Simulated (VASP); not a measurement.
# Mo (Im-3m) in VASP: notebook

Mo is run at these levels: r2SCAN; tasks: electric field gradients.

Everything below comes from runs of VASP 6.6.1. Logs are shortened: lines on timing, memory, paths and dates and some standing lists are left out, and cuts for length are marked.

## (1) The cell of the first run

The structure is cubic, space group Im-3m (No. 229). Conventional cell: a = 3.104 Å, b = 3.104 Å, c = 3.104 Å, α = 90.00°, β = 90.00°, γ = 90.00°. Within 3.5 Å of Mo (site symmetry m-3m) lie 14 Mo at 2.69 to 3.10 Å.

## (2) Electric field gradients, r2SCAN (volume scaled by 0.9405)

POSCAR reads:

```
Mo
1.0
   -1.5517523036      1.5517523036      1.5517523036
    1.5517523036     -1.5517523036      1.5517523036
    1.5517523036      1.5517523036     -1.5517523036
Mo
1
Direct
    0.0000000000      0.0000000000      0.0000000000
```

INCAR.step1 reads:

```
SYSTEM = Mo
ALGO     = Normal         ! electronic algorithm
EDIFF    = 1E-4           ! SCF threshold, eV
ENCUT    = 520            ! plane-wave cutoff, eV
GGA      = PE             ! functional
ISMEAR   = -1             ! smearing method
LASPH    = .True.         ! aspherical terms in the spheres
LCHARG   = .False.        ! write CHGCAR
LREAL    = .False.        ! projectors in reciprocal space
LWAVE    = .True.         ! write WAVECAR
NBANDS   = 13             ! bands
NELM     = 60             ! most SCF steps
PREC     = Accurate       ! precision mode
SIGMA    = 0.05           ! smearing width, eV
```

INCAR.step2 reads:

```
SYSTEM = Mo
ALGO     = Normal         ! electronic algorithm
EDIFF    = 1E-8           ! SCF threshold, eV
ENCUT    = 520            ! plane-wave cutoff, eV
ISIF     = 2              ! what is computed and relaxed
ISMEAR   = -1             ! smearing method
ISTART   = 1            
LASPH    = .True.         ! aspherical terms in the spheres
LCHARG   = .False.        ! write CHGCAR
LEFG     = .True.       
LMIXTAU  = .True.       
LREAL    = .False.        ! projectors in reciprocal space
LWAVE    = .False.        ! write WAVECAR
METAGGA  = R2SCAN         ! meta-GGA
NBANDS   = 13             ! bands
NELM     = 60             ! most SCF steps
PREC     = Accurate       ! precision mode
SIGMA    = 0.05           ! smearing width, eV
```

KPOINTS reads:

```
k-points
0
Gamma
  15 15 15
  0 0 0
```

Potentials or basis: VASP PAW PBE potentials, release 64 (Mo_sv).

Run with:

```
cat potpaw_PBE.64/Mo_sv/POTCAR > POTCAR
cp INCAR.step1 INCAR
mpirun -np 1 vasp_std > vasp.out
cp INCAR.step2 INCAR
mpirun -np 1 vasp_std > vasp.out
```

OUTCAR:

```text
SYSTEM = Mo
   EDIFF = 1E-8
   ENCUT = 520
   ISIF = 2
   ISMEAR = -1
   ISTART = 1
   LASPH = .True.
   LREAL = .False.
   METAGGA = R2SCAN
   NELM = 60
   PREC = Accurate

 ion  position               nearest neighbor table
   1  0.000  0.000  0.000-

  LATTYP: Found a body centered cubic cell.
 ALAT       =     3.1035046072

  Lattice vectors:

 A1 = (  -1.5517523036,   1.5517523036,   1.5517523036)
 A2 = (   1.5517523036,  -1.5517523036,   1.5517523036)
 A3 = (   1.5517523036,   1.5517523036,  -1.5517523036)

Analysis of symmetry for initial positions (statically):
=====================================================================
 Subroutine PRICEL returns:
 Original cell was already a primitive cell.

 Routine SETGRP: Setting up the symmetry group for a
 body centered cubic supercell.

 Subroutine GETGRP returns: Found 48 space group operations
 (whereof 48 operations were pure point group operations)
 out of a pool of 48 trial point group operations.

The static configuration has the point symmetry O_h .

Analysis of symmetry for dynamics (positions and initial velocities):
=====================================================================
 Subroutine PRICEL returns:
 Original cell was already a primitive cell.

 Routine SETGRP: Setting up the symmetry group for a
 body centered cubic supercell.

 Subroutine GETGRP returns: Found 48 space group operations
 (whereof 48 operations were pure point group operations)
 out of a pool of 48 trial point group operations.

The dynamic configuration has the point symmetry O_h .

 Subroutine INISYM returns: Found 48 space group operations
 (whereof 48 operations are pure point group operations),
 and found     1 'primitive' translations

----------------------------------------------------------------------------------------

                                     Primitive cell

  volume of cell :      14.9461

  direct lattice vectors                    reciprocal lattice vectors
    -1.551752304  1.551752304  1.551752304     0.000000000  0.322216374  0.322216374
     1.551752304 -1.551752304  1.551752304     0.322216374  0.000000000  0.322216374
     1.551752304  1.551752304 -1.551752304     0.322216374  0.322216374  0.000000000

  length of vectors
     2.687713831  2.687713831  2.687713831     0.455682766  0.455682766  0.455682766

  position of ions in fractional coordinates (direct lattice)
     0.000000000  0.000000000  0.000000000

  ion indices of the primitive-cell ions
   primitive index   ion index
                 1           1

----------------------------------------------------------------------------------------

 KPOINTS: k-points

Automatic generation of k-mesh.
 Grid dimensions read from file:
 generate k-points for:   15   15   15

 Generating k-lattice:

  Cartesian coordinates                     Fractional coordinates (reciprocal lattice)
     0.000000000  0.021481092  0.021481092     0.066666667  0.000000000  0.000000000
     0.021481092  0.000000000  0.021481092     0.000000000  0.066666667  0.000000000
     0.021481092  0.021481092  0.000000000     0.000000000  0.000000000  0.066666667

  Length of vectors
     0.030378851  0.030378851  0.030378851

  Shift w.r.t. Gamma in fractional coordinates (k-lattice)
     0.000000000  0.000000000  0.000000000

 Subroutine IBZKPT returns following result:
 ===========================================

 Found    120 irreducible k-points:

 Following reciprocal coordinates:
            Coordinates               Weight
  0.000000  0.000000  0.000000      1.000000
  0.066667  0.000000  0.000000     12.000000
  0.133333  0.000000  0.000000     12.000000
  0.200000  0.000000  0.000000     12.000000
  0.266667  0.000000  0.000000     12.000000
  0.333333  0.000000  0.000000     12.000000
[... 16 lines left out ...]
  0.333333  0.200000 -0.000000     48.000000
  0.400000  0.200000  0.000000     24.000000
 [... further k-points ...]
   k-points           NKPTS =    120   k-points in BZ     NKDIM =    120   number of bands    NBANDS=     13
   number of dos      NEDOS =    301   number of ions     NIONS =      1
   total plane-waves  NPLWV =   8000
   dimension x,y,z NGX =    20 NGY =   20 NGZ =   20
   dimension x,y,z NGXF=    40 NGYF=   40 NGZF=   40
   ions per type =               1
   NGX,Y,Z   is equivalent  to a cutoff of  12.37, 12.37, 12.37 a.u.
   NGXF,Y,Z  is equivalent  to a cutoff of  24.74, 24.74, 24.74 a.u.
 SYSTEM =  Mo
   PREC   = accura    normal or accurate (medium, high low for compatibility)
   ISTART =      1    job   : 0-new  1-cont  2-samecut
   ICHARG =      0    charge: 1-file 2-atom 10-const
   ISPIN  =      1    spin polarized calculation?
   LNONCOLLINEAR =      F non collinear calculations
   LSORBIT =      F    spin-orbit coupling
   LASPH  =      T    aspherical Exc in radial PAW
   ENCUT  =  520.0 eV  38.22 Ry    6.18 a.u.   5.00  5.00  5.00*2*pi/ulx,y,z
   NELM   =     60;   NELMIN=  2; NELMDL=  0     # of ELM steps
   EDIFF  = 0.1E-07   stopping-criterion for ELM
   LREAL  =      F    real-space projection
   EDIFFG = 0.1E-06   stopping-criterion for IOM
   NSW    =      0    number of steps for IOM
   IBRION =     -1    ionic relax: 0-MD 1-quasi-New 2-CG
   NFREE  =      0    steps in history (QN), initial steepest desc. (CG)
   ISIF   =      2    stress and relaxation
   ISYM   =      2    0-nonsym 1-usesym 2-fastsym
   POTIM  = 0.5000    time-step for ionic-motion
   TEBEG  =    0.0;   TEEND  =   0.0 temperature during run
   PSTRESS=    0.0 pullay stress
   NELECT =      14.0000    total number of electrons
   NUPDOWN=      -1.0000    fix difference up-down
   EMIN   =  10.00;   EMAX   =-10.00  energy-range for DOS
   EFERMI =   0.00;   METHOD = LEGACY
   ISMEAR =    -1;   SIGMA  =   0.05  broadening in eV -4-tet -1-fermi 0-gaus
   EFERMI_NEDOS =   21; number of points for ismear=-14 and -15
   IALGO  =     38    algorithm
   IMIX   =      4    mixing-type and parameters
     AMIX     =   0.40;   BMIX     =  1.00
     AMIX_MAG =   1.60;   BMIX_MAG =  1.00
  volume/ion in A,a.u.               =      14.95       100.86
  Fermi-wavevector in a.u.,A,eV,Ry     =   1.601801  3.026964 34.909354  2.565765
  Thomas-Fermi vector in A             =   2.698722
   LORBIT       =      0    0 simple, 1 ext, 2 COOP (PROOUT), +10 PAW based schemes
   METAGGA = R2SCAN    functional components
   LHFCALC =     F    Hartree Fock is set to
   AEXX    =    0.0000 exact exchange contribution
   IVDW    =     0    specifies the selected vdW correction
   LEPSILON=     F    determine dielectric tensor
   LRPA    =     F    only Hartree local field effects (RPA)
 non-spin polarized calculation
  energy-cutoff  :      520.00
  volume of cell :       14.95
 maximum number of plane-waves:       417
   NGX =  9   NGY =  9   NGZ =  9

 number of electron      13.9999997 magnetization

 Free energy of the ion-electron system (eV)
  ---------------------------------------------------
  ext. energy  EPLUGINS =         0.00000000
  ---------------------------------------------------
  free energy    TOTEN  =       -26.04450695 eV

  energy without entropy =      -26.03904146  energy(sigma->0) =      -26.04177420

 E-fermi :  13.2376     XC(G=0): -14.9251

 val. band max:       13.2051045622   @ k =  -0.2667   0.2667   0.1333
 cond. band min:      13.2441179450   @ k =   0.1333   0.0667  -0.0000
 fundamental gap:      0.0390133828
 Fermi energy:        13.2375638421

 k-point     1 :       0.0000    0.0000    0.0000
  band No.  band energies     occupation
      1     -49.9554      2.00000
      2     -22.3075      2.00000
      3     -22.3075      2.00000
      4     -22.3075      2.00000
      5       5.4891      2.00000
      6      11.7716      2.00000
      7      11.7716      2.00000
      8      11.7716      2.00000
      9      15.2758      0.00000
     10      15.2758      0.00000
     11      28.8434      0.00000
     12      28.8434      0.00000
     13      28.8434      0.00000

 k-point     2 :       0.0667    0.0000    0.0000
  band No.  band energies     occupation
      1     -49.9406      2.00000
      2     -22.3883      2.00000
      3     -22.3320      2.00000
      4     -22.3082      2.00000
      5       5.7065      2.00000
      6      11.6452      2.00000
      7      11.7483      2.00000
      8      11.9763      2.00000
      9      15.0856      0.00000
     10      15.2766      0.00000
     11      29.0100      0.00000
[... 339 lines left out ...]
 k-point    24 :       0.4000    0.2000    0.0000
  band No.  band energies     occupation
      1     -49.5780      2.00000
      2     -23.8303      2.00000
      3     -23.1087      2.00000
      4     -22.4856      2.00000
      5       8.5023      2.00000
      6       9.8583      2.00000
      7      12.2564      2.00000
      8      15.1088      0.00000
      9      16.4125      0.00000
     10      21.5183      0.00000
     11      25.1819      0.00000
     12      27.1217      0.00000
     13      30.9447      0.00000

 [... further k-points ...]

------------------------ aborting loop because EDIFF is reached ----------------------------------------

  FORCE on cell =-STRESS in cart. coord.  units (eV):
  Direction    XX          YY          ZZ          XY          YZ          ZX
  --------------------------------------------------------------------------------------
  -------------------------------------------------------------------------------------
  Total        1.4273236      1.4273236      1.4273236     -0.0000000     -0.0000000     -0.0000000
  in kB      153.0050726    153.0050726    153.0050726     -0.0000000     -0.0000000     -0.0000000
  external PRESSURE =     153.0050726 kB  Pullay stress =       0.0000000 kB

 VOLUME and BASIS-vectors are now :
 -----------------------------------------------------------------------------
  energy-cutoff  :      520.00
  volume of cell :       14.95
      direct lattice vectors                 reciprocal lattice vectors
    -1.551752304  1.551752304  1.551752304     0.000000000  0.322216374  0.322216374
     1.551752304 -1.551752304  1.551752304     0.322216374  0.000000000  0.322216374
     1.551752304  1.551752304 -1.551752304     0.322216374  0.322216374  0.000000000

 POSITION                                       TOTAL-FORCE (eV/Angst)
 -----------------------------------------------------------------------------------
      0.00000      0.00000      0.00000         0.000000     -0.000000     -0.000000
 -----------------------------------------------------------------------------------
    total drift:                               -0.000000     -0.000000      0.000000

  FREE ENERGIE OF THE ION-ELECTRON SYSTEM (eV)
  ---------------------------------------------------
  free  energy   TOTEN  =       -26.0445069478 eV

  energy  without entropy=      -26.0390414604  energy(sigma->0) =      -26.04177420

 Electric field gradients (V/A^2)
---------------------------------------------------------------------
 ion       V_xx      V_yy      V_zz      V_xy      V_xz      V_yz
---------------------------------------------------------------------
   1       0.000     0.000    -0.000    -0.001    -0.001    -0.001
---------------------------------------------------------------------

 Electric field gradients after diagonalization (V/A^2)
 (convention: |V_zz| > |V_xx| > |V_yy|)
----------------------------------------------------------------------
 ion       V_xx      V_yy      V_zz     asymmetry (V_yy - V_xx)/ V_zz
----------------------------------------------------------------------
   1       0.001     0.001    -0.002       0.000
----------------------------------------------------------------------

           NMR quadrupolar parameters

 Cq : quadrupolar parameter    Cq=e*Q*V_zz/h
 eta: asymmetry parameters     (V_yy - V_xx)/ V_zz
 Q  : nuclear electric quadrupole moment in mb (millibarn)
----------------------------------------------------------------------
 ion       Cq(MHz)       eta       Q (mb)
----------------------------------------------------------------------
   1      -0.000       0.000       1.000
----------------------------------------------------------------------
```

Wall time 34 s (1 thread of Intel Xeon 6975P-C (Granite Rapids), shared host); peak memory 0.14 GiB.

Results:

```yaml
Free_energy: -26.0445 eV
Pressure: 15.3 GPa
Band_gap_on_the_k_mesh: zero (band 7 reaches 17.37 eV, above the bottom of band 8 at 11.77 eV)
```

Levels at points of the mesh, in eV from the Fermi level:
```csv
k point,band 5,band 6,band 7,band 8,band 9,band 10
"(0.00, 0.00, 0.00)",-7.75,-1.47,-1.47,-1.47,2.04,2.04
```

Caveat: without QUAD_EFG the Cq values of the log hold for a quadrupole moment of 1 mb, not for the nuclei; the PAW data sets were made with another functional, which shifts forces and pressure a little.

(Continued in part 2 of 4.)
